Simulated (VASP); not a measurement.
# ZrB (Fm-3m) in VASP: further runs

Runs on ZrB. Level: PBEsol+U. Tasks: single point.

All numbers are computed with VASP 6.6.1; they aren't measurements. Logs are shortened: lines on timing, memory, paths and dates and some standing lists are left out, and cuts for length are marked.

### Step 1. The cell of the first run

Symmetry: Fm-3m, No. 225, cubic system. The conventional cell has a = 4.650 Å, b = 4.650 Å, c = 4.650 Å, α = 90.00°, β = 90.00°, γ = 90.00°. Zr (site symmetry m-3m) has 6 B at 2.33 Å within 3.1 Å. B (site symmetry m-3m) has 6 Zr at 2.33 Å within 3.1 Å.

### Step 2. Single point, PBEsol+U

INCAR

```
SYSTEM = ZrB
ALGO = Normal ; EDIFF = 1E-6
ENCUT = 520 ; GGA = PS
ISIF = 2 ; ISMEAR = -1
LASPH = .TRUE. ; LCHARG = .FALSE.
LDAU = .TRUE. ; LDAUJ = 0 0
LDAUL = 2 -1 ; LDAUPRINT = 1
LDAUTYPE = 2 ; LDAUU = 6 0
LMAXMIX = 4 ; LREAL = .FALSE.
LWAVE = .FALSE. ; NBANDS = 14
NELM = 150 ; PREC = Accurate
SIGMA = 0.05
```

KPOINTS

```
k-points
0
G
  10 10 10
  0 0 0
```

POSCAR

```
ZrB
1.0
    0.0000000000      2.3250000000      2.3250000000
    2.3250000000      0.0000000000      2.3250000000
    2.3250000000      2.3250000000      0.0000000000
Zr B
1 1
Direct
    0.0000000000      0.0000000000      0.0000000000
    0.5000000000      0.5000000000      0.5000000000
```

Potentials or basis: VASP PAW PBE potentials, release 64 (Zr_sv, B).

On the command line:

```
$ cat potpaw_PBE.64/Zr_sv/POTCAR potpaw_PBE.64/B/POTCAR > POTCAR
$ mpirun -np 1 vasp_std > vasp.out
```

OUTCAR:

```text
SYSTEM = ZrB
   EDIFF = 1E-6
   ENCUT = 520
   GGA = PS
   ISIF = 2
   ISMEAR = -1
   LASPH = .TRUE.
   LREAL = .FALSE.
   NELM = 150
   PREC = Accurate

 ion  position               nearest neighbor table
   1  0.000  0.000  0.000-   2 2.33   2 2.33   2 2.33   2 2.33   2 2.33   2 2.33
   2  0.500  0.500  0.500-   1 2.33   1 2.33   1 2.33   1 2.33   1 2.33   1 2.33

  LATTYP: Found a face centered cubic cell.
 ALAT       =     4.6500000000

  Lattice vectors:

 A1 = (   0.0000000000,   2.3250000000,   2.3250000000)
 A2 = (   2.3250000000,   0.0000000000,   2.3250000000)
 A3 = (   2.3250000000,   2.3250000000,   0.0000000000)

Analysis of symmetry for initial positions (statically):
=====================================================================
 Subroutine PRICEL returns:
 Original cell was already a primitive cell.

 Routine SETGRP: Setting up the symmetry group for a
 face centered cubic supercell.

 Subroutine GETGRP returns: Found 48 space group operations
 (whereof 48 operations were pure point group operations)
 out of a pool of 48 trial point group operations.

The static configuration has the point symmetry O_h .

Analysis of symmetry for dynamics (positions and initial velocities):
=====================================================================
 Subroutine PRICEL returns:
 Original cell was already a primitive cell.

 Routine SETGRP: Setting up the symmetry group for a
 face centered cubic supercell.

 Subroutine GETGRP returns: Found 48 space group operations
 (whereof 48 operations were pure point group operations)
 out of a pool of 48 trial point group operations.

The dynamic configuration has the point symmetry O_h .

 Subroutine INISYM returns: Found 48 space group operations
 (whereof 48 operations are pure point group operations),
 and found     1 'primitive' translations

----------------------------------------------------------------------------------------

                                     Primitive cell

  volume of cell :      25.1362

  direct lattice vectors                    reciprocal lattice vectors
     0.000000000  2.325000000  2.325000000    -0.215053763  0.215053763  0.215053763
     2.325000000  0.000000000  2.325000000     0.215053763 -0.215053763  0.215053763
     2.325000000  2.325000000  0.000000000     0.215053763  0.215053763 -0.215053763

  length of vectors
     3.288046533  3.288046533  3.288046533     0.372484045  0.372484045  0.372484045

  position of ions in fractional coordinates (direct lattice)
     0.000000000  0.000000000  0.000000000
     0.500000000  0.500000000  0.500000000

  ion indices of the primitive-cell ions
   primitive index   ion index
                 1           1
                 2           2

----------------------------------------------------------------------------------------

 KPOINTS: k-points

Automatic generation of k-mesh.
 Grid dimensions read from file:
 generate k-points for:   10   10   10

 Generating k-lattice:

  Cartesian coordinates                     Fractional coordinates (reciprocal lattice)
    -0.021505376  0.021505376  0.021505376     0.100000000  0.000000000  0.000000000
     0.021505376 -0.021505376  0.021505376     0.000000000  0.100000000  0.000000000
     0.021505376  0.021505376 -0.021505376     0.000000000  0.000000000  0.100000000

  Length of vectors
     0.037248404  0.037248404  0.037248404

  Shift w.r.t. Gamma in fractional coordinates (k-lattice)
     0.000000000  0.000000000  0.000000000

 Subroutine IBZKPT returns following result:
 ===========================================

 Found     47 irreducible k-points:
[... 44 lines left out ...]
   ENCUT  =  520.0 eV  38.22 Ry    6.18 a.u.   6.11  6.11  6.11*2*pi/ulx,y,z
   NELM   =    150;   NELMIN=  2; NELMDL= -5     # of ELM steps
   EDIFF  = 0.1E-05   stopping-criterion for ELM
   LREAL  =      F    real-space projection
   EDIFFG = 0.1E-04   stopping-criterion for IOM
   NSW    =      0    number of steps for IOM
   IBRION =     -1    ionic relax: 0-MD 1-quasi-New 2-CG
   NFREE  =      0    steps in history (QN), initial steepest desc. (CG)
   ISIF   =      2    stress and relaxation
   ISYM   =      2    0-nonsym 1-usesym 2-fastsym
   POTIM  = 0.5000    time-step for ionic-motion
   TEBEG  =    0.0;   TEEND  =   0.0 temperature during run
   PSTRESS=    0.0 pullay stress
   NELECT =      15.0000    total number of electrons
   NUPDOWN=      -1.0000    fix difference up-down
   EMIN   =  10.00;   EMAX   =-10.00  energy-range for DOS
   EFERMI =   0.00;   METHOD = LEGACY
   ISMEAR =    -1;   SIGMA  =   0.05  broadening in eV -4-tet -1-fermi 0-gaus
   EFERMI_NEDOS =   21; number of points for ismear=-14 and -15
   IALGO  =     38    algorithm
   IMIX   =      4    mixing-type and parameters
     AMIX     =   0.40;   BMIX     =  1.00
     AMIX_MAG =   1.60;   BMIX_MAG =  1.00
  volume/ion in A,a.u.               =      12.57        84.81
  Fermi-wavevector in a.u.,A,eV,Ry     =   1.378285  2.604581 25.846565  1.899669
  Thomas-Fermi vector in A             =   2.503360
   LORBIT       =      0    0 simple, 1 ext, 2 COOP (PROOUT), +10 PAW based schemes
 LDA+U is selected, type is set to LDAUTYPE =  2
   angular momentum for each species LDAUL =     2   -1
   U (eV)           for each species LDAUU =   6.0  0.0
   J (eV)           for each species LDAUJ =   0.0  0.0
   GGA     = PS    functional components
   LHFCALC =     F    Hartree Fock is set to
   AEXX    =    0.0000 exact exchange contribution
   IVDW    =     0    specifies the selected vdW correction
   LEPSILON=     F    determine dielectric tensor
   LRPA    =     F    only Hartree local field effects (RPA)
 non-spin polarized calculation
  energy-cutoff  :      520.00
  volume of cell :       25.14
 maximum number of plane-waves:       700
   NGX = 13   NGY = 13   NGZ = 13

atom =   1  type =  1  l = 2

 onsite density matrix

spin component  1

  0.1103 -0.0000 -0.0000  0.0000  0.0000
 -0.0000  0.1103 -0.0000 -0.0000 -0.0000
 -0.0000 -0.0000  0.2390 -0.0000 -0.0000
  0.0000 -0.0000 -0.0000  0.1103  0.0000
  0.0000 -0.0000 -0.0000  0.0000  0.2390

spin component  2

  0.1103 -0.0000 -0.0000  0.0000  0.0000
 -0.0000  0.1103 -0.0000 -0.0000 -0.0000
 -0.0000 -0.0000  0.2390 -0.0000 -0.0000
  0.0000 -0.0000 -0.0000  0.1103  0.0000
  0.0000 -0.0000 -0.0000  0.0000  0.2390

 occupancies and eigenvectors

  o =  0.1103  v =  0.0000 -0.0078 -0.0000 -1.0000  0.0000  0.0000  0.0000  0.0000  0.0000  0.0000      0.0000  0.0000  0.0000  0.0000  0.0000  0.0000  0.0000  0.0000  0.0000  0.0000
  o =  0.1103  v =  0.0000  0.0000  0.0000  0.0000  0.0000  0.0000 -0.0078 -0.0000 -1.0000  0.0000      0.0000  0.0000  0.0000  0.0000  0.0000  0.0000  0.0000  0.0000  0.0000  0.0000
  o =  0.1103  v =  0.0000 -1.0000  0.0000  0.0078  0.0000  0.0000  0.0000  0.0000  0.0000  0.0000      0.0000  0.0000  0.0000  0.0000  0.0000  0.0000  0.0000  0.0000  0.0000  0.0000
  o =  0.1103  v =  0.0000  0.0000  0.0000  0.0000  0.0000  0.0000 -1.0000  0.0000  0.0078  0.0000      0.0000  0.0000  0.0000  0.0000  0.0000  0.0000  0.0000  0.0000  0.0000  0.0000
  o =  0.1103  v =  1.0000  0.0000  0.0000  0.0000  0.0000  0.0000  0.0000  0.0000  0.0000  0.0000      0.0000  0.0000  0.0000  0.0000  0.0000  0.0000  0.0000  0.0000  0.0000  0.0000
  o =  0.1103  v =  0.0000  0.0000  0.0000  0.0000  0.0000  1.0000  0.0000  0.0000  0.0000  0.0000      0.0000  0.0000  0.0000  0.0000  0.0000  0.0000  0.0000  0.0000  0.0000  0.0000
  o =  0.2390  v =  0.0000  0.0000  0.0000  0.0000  0.0000  0.0000  0.0000  0.0318  0.0000  0.9995      0.0000  0.0000  0.0000  0.0000  0.0000  0.0000  0.0000  0.0000  0.0000  0.0000
  o =  0.2390  v =  0.0000  0.0000  0.0318  0.0000  0.9995  0.0000  0.0000  0.0000  0.0000  0.0000      0.0000  0.0000  0.0000  0.0000  0.0000  0.0000  0.0000  0.0000  0.0000  0.0000
  o =  0.2390  v =  0.0000  0.0000  0.0000  0.0000  0.0000  0.0000  0.0000  0.9995 -0.0000 -0.0318      0.0000  0.0000  0.0000  0.0000  0.0000  0.0000  0.0000  0.0000  0.0000  0.0000
  o =  0.2390  v =  0.0000  0.0000  0.9995 -0.0000 -0.0318  0.0000  0.0000  0.0000  0.0000  0.0000      0.0000  0.0000  0.0000  0.0000  0.0000  0.0000  0.0000  0.0000  0.0000  0.0000

 number of electron      15.0000000 magnetization

 Free energy of the ion-electron system (eV)
  ---------------------------------------------------
  ext. energy  EPLUGINS =         0.00000000
  ---------------------------------------------------
  free energy    TOTEN  =       -12.36945671 eV

  energy without entropy =      -12.35827637  energy(sigma->0) =      -12.36386654

 E-fermi :   9.6609     XC(G=0): -12.3386

 val. band max:        9.5813056583   @ k =   0.5000   0.3000   0.1000
 cond. band min:       9.6609536216   @ k =   0.3000   0.2000   0.0000
 fundamental gap:      0.0796479633
 Fermi energy:         9.6608810939

 k-point     1 :       0.0000    0.0000    0.0000
  band No.  band energies     occupation
      1     -38.3069      2.00000
      2     -16.0328      2.00000
      3     -16.0328      2.00000
      4     -16.0328      2.00000
      5       0.7541      2.00000
      6      12.1769      0.00000
      7      12.1769      0.00000
      8      12.1769      0.00000
      9      13.1351      0.00000
     10      13.1351      0.00000
     11      13.1351      0.00000
     12      13.6194      0.00000
     13      13.6194      0.00000
     14      19.9692      0.00000
[... 377 lines left out ...]
      1     -38.1815      2.00000
      2     -16.7151      2.00000
      3     -16.3074      2.00000
      4     -16.2784      2.00000
      5       3.2830      2.00000
      6       7.6358      2.00000
      7       9.1098      1.99997
      8      10.8834      0.00000
      9      11.7164      0.00000
     10      15.6490      0.00000
     11      17.6369      0.00000
     12      17.7707      0.00000
     13      21.2801      0.00000
     14      23.1463      0.00000

 [... further k-points ...]

------------------------ aborting loop because EDIFF is reached ----------------------------------------

  FORCE on cell =-STRESS in cart. coord.  units (eV):
  Direction    XX          YY          ZZ          XY          YZ          ZX
  --------------------------------------------------------------------------------------
  -------------------------------------------------------------------------------------
  Total        7.8035096      7.8035096      7.8035096      0.0000000      0.0000000     -0.0000000
  in kB      497.3953070    497.3953070    497.3953070      0.0000000      0.0000000     -0.0000000
  external PRESSURE =     497.3953070 kB  Pullay stress =       0.0000000 kB

 VOLUME and BASIS-vectors are now :
 -----------------------------------------------------------------------------
  energy-cutoff  :      520.00
  volume of cell :       25.14
      direct lattice vectors                 reciprocal lattice vectors
     0.000000000  2.325000000  2.325000000    -0.215053763  0.215053763  0.215053763
     2.325000000  0.000000000  2.325000000     0.215053763 -0.215053763  0.215053763
     2.325000000  2.325000000  0.000000000     0.215053763  0.215053763 -0.215053763

 POSITION                                       TOTAL-FORCE (eV/Angst)
 -----------------------------------------------------------------------------------
      0.00000      0.00000      0.00000        -0.000000     -0.000000      0.000000
      2.32500      2.32500      2.32500         0.000000      0.000000     -0.000000
 -----------------------------------------------------------------------------------
    total drift:                                0.000000     -0.000000     -0.000000

  FREE ENERGIE OF THE ION-ELECTRON SYSTEM (eV)
  ---------------------------------------------------
  free  energy   TOTEN  =       -12.3694567051 eV

  energy  without entropy=      -12.3582763721  energy(sigma->0) =      -12.36386654
```

It took 12 s on 1 thread of Intel Xeon 8259CL, shared host; peak memory 0.14 GiB.

Results:

| Quantity | Value |
| --- | --- |
| Free energy | -12.3695 eV |
| Pressure | 49.7 GPa |
| Band gap on the k mesh | zero (an odd number of electrons rules out a gap without spin polarisation) |

Eigenvalues of the final occupation matrices:
| site | spin | trace | eigenvalues |
| --- | --- | --- | --- |
| site 1 d | 1 | 0.81 | 0.11 0.11 0.11 0.24 0.24 |
| site 1 d | 2 | 0.81 | 0.11 0.11 0.11 0.24 0.24 |

Caveat: the cell stands under pressure; the PAW data sets were made with another functional, which shifts forces and pressure a little; U without spin polarisation on a metal has little footing; the U is typed as a test and isn't derived for this compound.

### Step 3. Single point, PBEsol+U

INCAR

```
SYSTEM = ZrB
  PREC = Accurate
  ENCUT = 520
  EDIFF = 1E-6
  ISMEAR = -1
  SIGMA = 0.05
  LREAL = .False.
  LASPH = .True.
  NELM = 150
  ALGO = Normal
  ISIF = 2
  LWAVE = .False.
  LCHARG = .False.
  LMAXMIX = 4
  LDAU = .True.
  LDAUTYPE = 2
  LDAUL = 2 -1
  LDAUU = 8 0
  LDAUJ = 0 0
  LDAUPRINT = 1
  GGA = PS
  NBANDS = 14
```

KPOINTS

```
regular mesh
0
Gamma
  10 10 10
  0 0 0
```

POSCAR is that of step 2.

Potentials or basis: VASP PAW PBE potentials, release 64 (Zr_sv, B).

On the command line:

```
$ cat potpaw_PBE.64/Zr_sv/POTCAR potpaw_PBE.64/B/POTCAR > POTCAR
$ mpirun -np 1 vasp_std > vasp.out
```

OUTCAR:

```text
SYSTEM = ZrB
   PREC = Accurate
   ENCUT = 520
   EDIFF = 1E-6
   ISMEAR = -1
   LREAL = .False.
   LASPH = .True.
   NELM = 150
   ISIF = 2
   GGA = PS

 ion  position               nearest neighbor table
   1  0.000  0.000  0.000-   2 2.33   2 2.33   2 2.33   2 2.33   2 2.33   2 2.33
   2  0.500  0.500  0.500-   1 2.33   1 2.33   1 2.33   1 2.33   1 2.33   1 2.33

  LATTYP: Found a face centered cubic cell.
 ALAT       =     4.6500000000

  Lattice vectors:

 A1 = (   0.0000000000,   2.3250000000,   2.3250000000)
 A2 = (   2.3250000000,   0.0000000000,   2.3250000000)
 A3 = (   2.3250000000,   2.3250000000,   0.0000000000)

Analysis of symmetry for initial positions (statically):
=====================================================================
 Subroutine PRICEL returns:
 Original cell was already a primitive cell.

 Routine SETGRP: Setting up the symmetry group for a
 face centered cubic supercell.

 Subroutine GETGRP returns: Found 48 space group operations
 (whereof 48 operations were pure point group operations)
 out of a pool of 48 trial point group operations.

The static configuration has the point symmetry O_h .

[... 210 lines left out ...]
      6      12.6711      0.00000
      7      12.6711      0.00000
      8      12.6711      0.00000
      9      13.2637      0.00000
     10      13.2637      0.00000
     11      13.2637      0.00000
     12      13.9857      0.00000
     13      13.9857      0.00000
     14      19.9554      0.00000
[... 377 lines left out ...]
      1     -38.3750      2.00000
      2     -16.8806      2.00000
      3     -16.4795      2.00000
      4     -16.4510      2.00000
      5       3.4322      2.00000
      6       7.7697      2.00000
      7       9.4410      1.99983
      8      11.0772      0.00000
      9      11.9318      0.00000
     10      16.0286      0.00000
     11      18.1983      0.00000
     12      18.3098      0.00000
     13      21.5083      0.00000
     14      23.1551      0.00000

 [... further k-points ...]

------------------------ aborting loop because EDIFF is reached ----------------------------------------

  FORCE on cell =-STRESS in cart. coord.  units (eV):
  Direction    XX          YY          ZZ          XY          YZ          ZX
  --------------------------------------------------------------------------------------
  -------------------------------------------------------------------------------------
  Total        8.9162076      8.9162076      8.9162076      0.0000000      0.0000000     -0.0000000
  in kB      568.3186215    568.3186215    568.3186215      0.0000000      0.0000000     -0.0000000
  external PRESSURE =     568.3186215 kB  Pullay stress =       0.0000000 kB

 VOLUME and BASIS-vectors are now :
 -----------------------------------------------------------------------------
  energy-cutoff  :      520.00
  volume of cell :       25.14
      direct lattice vectors                 reciprocal lattice vectors
     0.000000000  2.325000000  2.325000000    -0.215053763  0.215053763  0.215053763
     2.325000000  0.000000000  2.325000000     0.215053763 -0.215053763  0.215053763
     2.325000000  2.325000000  0.000000000     0.215053763  0.215053763 -0.215053763

 POSITION                                       TOTAL-FORCE (eV/Angst)
 -----------------------------------------------------------------------------------
      0.00000      0.00000      0.00000         0.000000      0.000000      0.000000
      2.32500      2.32500      2.32500         0.000000      0.000000     -0.000000
 -----------------------------------------------------------------------------------
    total drift:                                0.000000     -0.000000     -0.000000

  FREE ENERGIE OF THE ION-ELECTRON SYSTEM (eV)
  ---------------------------------------------------
  free  energy   TOTEN  =       -11.0874726404 eV

  energy  without entropy=      -11.0789907162  energy(sigma->0) =      -11.08323168
```

OSZICAR:

```text
N       E                     dE             d eps       ncg     rms          rms(c)
DAV:   1     0.101781258765E+03    0.10178E+03   -0.79863E+03  1316   0.104E+03
DAV:   2    -0.996529307333E+01   -0.11175E+03   -0.10665E+03  1640   0.292E+02
DAV:   3    -0.136596259948E+02   -0.36943E+01   -0.36636E+01  2004   0.447E+01
DAV:   4    -0.137163429593E+02   -0.56717E-01   -0.56697E-01  1566   0.544E+00
DAV:   5    -0.137174014634E+02   -0.10585E-02   -0.10585E-02  2016   0.519E-01    0.193E+01
DAV:   6    -0.111288964295E+02    0.25885E+01   -0.40609E+00  1628   0.171E+01    0.672E+00
DAV:   7    -0.110600412775E+02    0.68855E-01   -0.63622E-01  1838   0.583E+00    0.217E+00
DAV:   8    -0.110835900454E+02   -0.23549E-01   -0.61433E-02  1628   0.224E+00    0.494E-01
DAV:   9    -0.110868790904E+02   -0.32890E-02   -0.98194E-03  1678   0.715E-01    0.221E-01
DAV:  10    -0.110873738866E+02   -0.49480E-03   -0.13158E-03  1544   0.388E-01    0.849E-02
DAV:  11    -0.110874750931E+02   -0.10121E-03   -0.13149E-04  1854   0.105E-01    0.311E-02
DAV:  12    -0.110874719100E+02    0.31831E-05   -0.16403E-05  1624   0.370E-02    0.418E-03
DAV:  13    -0.110874726404E+02   -0.73035E-06   -0.99789E-07  1160   0.900E-03
   1 F= -.11087473E+02 E0= -.11083232E+02  d E =-.848192E-02
```

stdout:

```text
POSCAR found type information on POSCAR ZrB
 POSCAR found :  2 types and       2 ions
 scaLAPACK will be used
 -----------------------------------------------------------------------------
|                                                                             |
|                                                                             |
|     You enforced a specific xc type in the INCAR file but a different       |
|     I HOPE YOU KNOW WHAT YOU ARE DOING!                                     |
|                                                                             |
 -----------------------------------------------------------------------------

 LDA part: xc-table for (Slater+PW92), standard interpolation
 POSCAR, INCAR and KPOINTS ok, starting setup
 FFT: planning ... GRIDC
 FFT: planning ... GRID_SOFT
 FFT: planning ... GRID
 WAVECAR not read
 entering main loop
```

Run time: 18 s. Hardware: 1 thread of Intel Xeon 8259CL, shared host; peak memory 0.15 GiB.

Results:

| Item | Value |
| --- | --- |
| Free energy | -11.0875 eV |
| Pressure | 56.8 GPa |
| Band gap on the k mesh | zero (an odd number of electrons rules out a gap without spin polarisation) |

Levels at points of the mesh, in eV from the Fermi level:
```
           k point  band 5  band 6  band 7  band 8  band 9  band 10  band 11  band 12
(0.00, 0.00, 0.00)   -9.10    2.76    2.76    2.76    3.35     3.35     3.35     4.08
(0.50, 0.00, 0.00)   -4.57   -4.23   -1.30   -1.30    6.95     6.95     7.31     8.01
(0.50, 0.50, 0.00)   -6.64   -1.14   -0.66    1.94    1.94     5.96     8.35     8.35
```

Eigenvalues of the final occupation matrices:
| site | spin | trace | eigenvalues |
| --- | --- | --- | --- |
| site 1 d | 1 | 0.76 | 0.10 0.10 0.10 0.23 0.23 |
| site 1 d | 2 | 0.76 | 0.10 0.10 0.10 0.23 0.23 |

Caveat: the cell stands under pressure; the PAW data sets were made with another functional, which shifts forces and pressure a little; U without spin polarisation on a metal has little footing; the U is typed as a test and isn't derived for this compound.
